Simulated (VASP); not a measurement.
Input of a VASP 6.6.1 run:

File INCAR:

```
PREC     = Accurate       # precision mode
ENCUT    = 520            # plane-wave cutoff, eV
EDIFF    = 1E-7           # SCF threshold, eV
ISMEAR   = 0              # smearing method
SIGMA    = 0.01           # smearing width, eV
LREAL    = F              # projectors in reciprocal space
LASPH    = T              # aspherical terms in the spheres
NELM     = 100            # most SCF steps
ALGO     = Normal         # electronic algorithm
ISIF     = 2              # what is computed and relaxed
LWAVE    = F              # write WAVECAR
LCHARG   = F              # write CHGCAR
GGA      = PE             # functional
NBANDS   = 21             # bands
```

KPOINTS

```
regular mesh
0
Gamma
  9 9 4
```

The input POSCAR:

```
SiC2
1.0
    2.9705760591      0.0000000000      0.0000000000
   -1.4852880295      2.5725943310      0.0000000000
    0.0000000000      0.0000000000      7.2844536140
C Si
4 2
Direct
    0.0000000000      0.0000000000     -0.0204522896
    0.6666666667      0.3333333333      0.6921920663
    0.3333333333      0.6666666667      0.3354215903
    0.6666666667      0.3333333333      0.9057912604
    0.3333333333      0.6666666667      0.5952532218
    0.0000000000      0.0000000000      0.2417941508
```

Potentials or basis: VASP PAW PBE potentials, release 64 (C, Si).

Launch:

```console
$ cat potpaw_PBE.64/C/POTCAR potpaw_PBE.64/Si/POTCAR > POTCAR
$ mpirun -np 1 vasp_std > vasp.out
```

**Question.** Predict the pressure.

**Answer.** -6.9 GPa.

**Question.** What does it give for the band gap on the k mesh?

**Answer.** 1.47 eV, indirect (least direct gap 2.62 eV).

Forces in eV/Å, atoms in the order of the input:
```
C    0.000  0.000  0.109
C    0.000  0.000 -0.030
C    0.000  0.000 -0.077
C    0.000  0.000 -0.195
Si   0.000  0.000  0.122
Si   0.000  0.000  0.071
```

 A k mesh can miss the band edges.
